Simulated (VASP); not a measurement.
# C (R-3m) in VASP: electric field gradients with r2SCAN

Aim: the electric field gradients of C with r2SCAN.

All numbers are computed with VASP 6.6.1; they aren't measurements. Logs are shortened: lines on timing, memory, paths and dates and some standing lists are left out, and cuts for length are marked.

### 1 The cell of the first run

Symmetry: R-3m, No. 166, trigonal system. Conventional cell: a = 2.456 Å, b = 2.456 Å, c = 10.041 Å, α = 90.00°, β = 90.00°, γ = 120.00°. C (site symmetry 3m) has 3 C at 1.42 Å within 1.9 Å.

### 2 Electric field gradients, r2SCAN

The input, POSCAR:

```
C
1.0
    1.2280263465      0.7090013417      3.3470108394
   -1.2280263465      0.7090013417      3.3470108394
    0.0000000000     -1.4180026834      3.3470108394
C
2
Direct
    0.1640000000      0.1640000000      0.1640000000
    0.8360000000      0.8360000000      0.8360000000
```

The input, INCAR.step1:

```
PREC = Accurate
ENCUT = 520
ISMEAR = -1
SIGMA = 0.03
LREAL = F
LASPH = T
NELM = 60
NBANDS = 11
GGA = PE
ALGO = Normal
EDIFF = 1E-4
LWAVE = T
LCHARG = F
```

The input, INCAR.step2:

```
PREC = Accurate
ENCUT = 520
EDIFF = 1E-8
ISMEAR = -1
SIGMA = 0.03
LREAL = F
LASPH = T
NELM = 60
ALGO = Normal
ISIF = 2
LWAVE = F
LCHARG = F
METAGGA = R2SCAN
LMIXTAU = T
LEFG = T
NBANDS = 11
ISTART = 1
```

The input, KPOINTS:

```
Automatic mesh
0
Gamma
  17 17 17
```

Potentials or basis: VASP PAW PBE potentials, release 64 (C).

Command:

```
$ cat potpaw_PBE.64/C/POTCAR > POTCAR
$ cp INCAR.step1 INCAR
$ mpirun -np 1 vasp_std > vasp.out
$ cp INCAR.step2 INCAR
$ mpirun -np 1 vasp_std > vasp.out
```

OUTCAR:

```text
PREC = Accurate
   ENCUT = 520
   EDIFF = 1E-8
   ISMEAR = -1
   LREAL = F
   LASPH = T
   NELM = 60
   ISIF = 2
   METAGGA = R2SCAN
   ISTART = 1

 ion  position               nearest neighbor table
   1  0.164  0.164  0.164-   2 1.42   2 1.42   2 1.42
   2  0.836  0.836  0.836-   1 1.42   1 1.42   1 1.42

  LATTYP: Found a trigonal (rhomboedric) cell.
 ALAT       =     3.6349983727
 COS(alpha) =     0.7717362630

  Lattice vectors:

 A1 = (   1.2280263465,   0.7090013417,   3.3470108394)
 A2 = (  -1.2280263465,   0.7090013417,   3.3470108394)
 A3 = (   0.0000000000,  -1.4180026834,   3.3470108394)

Analysis of symmetry for initial positions (statically):
=====================================================================
 Subroutine PRICEL returns:
 Original cell was already a primitive cell.

 Routine SETGRP: Setting up the symmetry group for a
 trigonal (rhombohedral) supercell.

 Subroutine GETGRP returns: Found 12 space group operations
 (whereof 12 operations were pure point group operations)
 out of a pool of 12 trial point group operations.

The static configuration has the point symmetry D_3d.

Analysis of symmetry for dynamics (positions and initial velocities):
=====================================================================
 Subroutine PRICEL returns:
 Original cell was already a primitive cell.

 Routine SETGRP: Setting up the symmetry group for a
 trigonal (rhombohedral) supercell.

 Subroutine GETGRP returns: Found 12 space group operations
 (whereof 12 operations were pure point group operations)
 out of a pool of 12 trial point group operations.

The dynamic configuration has the point symmetry D_3d.

 Subroutine INISYM returns: Found 12 space group operations
 (whereof 12 operations are pure point group operations),
 and found     1 'primitive' translations

----------------------------------------------------------------------------------------

                                     Primitive cell

  volume of cell :      17.4849

  direct lattice vectors                    reciprocal lattice vectors
     1.228026347  0.709001342  3.347010839     0.407157388  0.235072428  0.099591352
[... 132 lines left out ...]

 E-fermi :   4.7666     XC(G=0): -11.1641

 val. band max:        4.5567782589   @ k =  -0.1765   0.4706   0.1176
 cond. band min:       4.9766239227   @ k =  -0.1765   0.4706   0.1176
 fundamental gap:      0.4198456638
 Fermi energy:         4.7666171210

 k-point     1 :       0.0000    0.0000    0.0000
  band No.  band energies     occupation
      1     -16.2584      2.00000
      2      -2.2871      2.00000
      3       1.5548      2.00000
      4       1.5548      2.00000
      5       9.1092      0.00000
      6      13.4768      0.00000
      7      13.4768      0.00000
      8      17.1519      0.00000
      9      18.0796      0.00000
     10      28.8363      0.00000
     11      31.8900      0.00000
[... 309 lines left out ...]
 k-point    24 :      -0.1176    0.0588   -0.0000
  band No.  band energies     occupation
      1     -15.6448      2.00000
      2      -1.6064      2.00000
      3      -0.5461      2.00000
      4       0.3570      2.00000
      5       9.8308      0.00000
      6      13.8280      0.00000
      7      15.1168      0.00000
      8      15.5305      0.00000
      9      19.3907      0.00000
     10      27.3467      0.00000
     11      30.4761      0.00000

 [... further k-points ...]

------------------------ aborting loop because EDIFF is reached ----------------------------------------

  FORCE on cell =-STRESS in cart. coord.  units (eV):
  Direction    XX          YY          ZZ          XY          YZ          ZX
  --------------------------------------------------------------------------------------
  -------------------------------------------------------------------------------------
  Total        0.0868910      0.0868910      0.1142025      0.0000000     -0.0000000      0.0000000
  in kB        7.9619999      7.9619999     10.4646134      0.0000000     -0.0000000      0.0000000
  external PRESSURE =       8.7962044 kB  Pullay stress =       0.0000000 kB

 VOLUME and BASIS-vectors are now :
 -----------------------------------------------------------------------------
  energy-cutoff  :      520.00
  volume of cell :       17.48
      direct lattice vectors                 reciprocal lattice vectors
     1.228026347  0.709001342  3.347010839     0.407157388  0.235072428  0.099591352
    -1.228026347  0.709001342  3.347010839    -0.407157388  0.235072428  0.099591352
     0.000000000 -1.418002683  3.347010839     0.000000000 -0.470144855  0.099591352

 POSITION                                       TOTAL-FORCE (eV/Angst)
 -----------------------------------------------------------------------------------
      0.00000      0.00000      1.64673         0.000000      0.000000      0.910982
      0.00000      0.00000      8.39430         0.000000     -0.000000     -0.910982
 -----------------------------------------------------------------------------------
    total drift:                                0.000000     -0.000000      0.000000

  FREE ENERGIE OF THE ION-ELECTRON SYSTEM (eV)
  ---------------------------------------------------
  free  energy   TOTEN  =       -19.8480215110 eV

  energy  without entropy=      -19.8480193281  energy(sigma->0) =      -19.84802042

 Electric field gradients (V/A^2)
---------------------------------------------------------------------
 ion       V_xx      V_yy      V_zz      V_xy      V_xz      V_yz
---------------------------------------------------------------------
   1     -16.211   -16.211    32.422     0.000     0.000    -0.000
   2     -16.211   -16.211    32.422     0.000    -0.000    -0.000
---------------------------------------------------------------------

 Electric field gradients after diagonalization (V/A^2)
 (convention: |V_zz| > |V_xx| > |V_yy|)
----------------------------------------------------------------------
 ion       V_xx      V_yy      V_zz     asymmetry (V_yy - V_xx)/ V_zz
----------------------------------------------------------------------
   1     -16.211   -16.211    32.422       0.000
   2     -16.211   -16.211    32.422       0.000
----------------------------------------------------------------------

           NMR quadrupolar parameters

 Cq : quadrupolar parameter    Cq=e*Q*V_zz/h
 eta: asymmetry parameters     (V_yy - V_xx)/ V_zz
 Q  : nuclear electric quadrupole moment in mb (millibarn)
----------------------------------------------------------------------
 ion       Cq(MHz)       eta       Q (mb)
----------------------------------------------------------------------
   1       0.078       0.000       1.000
   2       0.078       0.000       1.000
----------------------------------------------------------------------
```

OSZICAR.step1:

```text
N       E                     dE             d eps       ncg     rms          rms(c)
DAV:   1     0.613254559180E+01    0.61325E+01   -0.45932E+03 11022   0.668E+02
DAV:   2    -0.190283925534E+02   -0.25161E+02   -0.23917E+02 14186   0.131E+02
DAV:   3    -0.196093372152E+02   -0.58094E+00   -0.57979E+00 13631   0.169E+01
DAV:   4    -0.196113461074E+02   -0.20089E-02   -0.20087E-02 12415   0.121E+00
DAV:   5    -0.196113541431E+02   -0.80357E-05   -0.80356E-05 13735   0.701E-02    0.639E+00
DAV:   6    -0.186854384011E+02    0.92592E+00   -0.78503E-01 12567   0.515E+00    0.373E+00
DAV:   7    -0.183925545794E+02    0.29288E+00   -0.88514E-01 13004   0.551E+00    0.105E+00
DAV:   8    -0.183962030462E+02   -0.36485E-02   -0.20443E-02 12102   0.908E-01    0.117E-01
DAV:   9    -0.183960306268E+02    0.17242E-03   -0.54048E-04 13107   0.149E-01    0.537E-02
DAV:  10    -0.183961066797E+02   -0.76053E-04   -0.13156E-04 12188   0.797E-02
   1 F= -.18396107E+02 E0= -.18396105E+02  d E =-.342645E-05
```

It took 8.5 min on 1 thread of Intel Xeon Platinum 8375C at 2.90GHz (Ice Lake), shared host; peak memory 0.21 GiB.

What came out:

```yaml
Free_energy: -19.8480 eV
Pressure: 0.9 GPa
Largest_force: 0.911 eV/Å
Largest_electric_field_gradient_by_atom: C +32.4 V/Å²
```

Forces in eV/Å, atoms in the order of the input:
```
C    0.000  0.000  0.911
C    0.000  0.000 -0.911
```

Electric field gradients, principal values (V/Å²):
| atom | least | middle | greatest (by size) |
| --- | --- | --- | --- |
| 1 C | -16.211 | -16.211 | 32.422 |
| 2 C | -16.211 | -16.211 | 32.422 |

Caveat: without QUAD_EFG the Cq values of the log hold for a quadrupole moment of 1 mb, not for the nuclei; the PAW data sets were made with another functional, which shifts forces and pressure a little.
